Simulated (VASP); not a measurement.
Here is a VASP 6.6.1 calculation.

File INCAR:

```
ALGO = Normal
EDIFF = 1E-7
ENCUT = 520
GGA = PE
ISIF = 2
ISMEAR = 0
LASPH = T
LCHARG = F
LREAL = F
LWAVE = F
NBANDS = 36
NELM = 60
PREC = Accurate
SIGMA = 0.05
```

Contents of KPOINTS:

```
k-points
0
Gamma
  1 1 14
```

The input POSCAR:

```
BP
1.0
   13.5000000000      0.0000000000      0.0000000000
    0.0000000000     14.0000000000      0.0000000000
    0.0000000000      0.0000000000      3.2045431512
B P
6 6
Direct
    0.6758114162      0.5655331497      0.5000000000
    0.5290911232      0.6793603963      0.0000000000
    0.3533205638      0.6138850663      0.5000000000
    0.3241885838      0.4344668503      0.0000000000
    0.4709088768      0.3206396037      0.5000000000
    0.6466794362      0.3861149337      0.0000000000
    0.6608303829      0.6365862538      0.0000000000
    0.4577823154      0.7022845134      0.5000000000
    0.2969593949      0.5659046150      0.0000000000
    0.3391696171      0.3634137462      0.5000000000
    0.5422176846      0.2977154866      0.0000000000
    0.7030406051      0.4340953850      0.5000000000
```

Potentials or basis: VASP PAW PBE potentials, release 64 (B, P).

The run is started by

```sh
$ cat potpaw_PBE.64/B/POTCAR potpaw_PBE.64/P/POTCAR > POTCAR
$ mpirun -np 1 vasp_std > vasp.out
```

(1) Estimate the band gap on the k mesh.

(2) Predict the largest force.

Results:

(1) 1.52 eV, indirect (least direct gap 2.00 eV).

(2) 0.007 eV/Å.
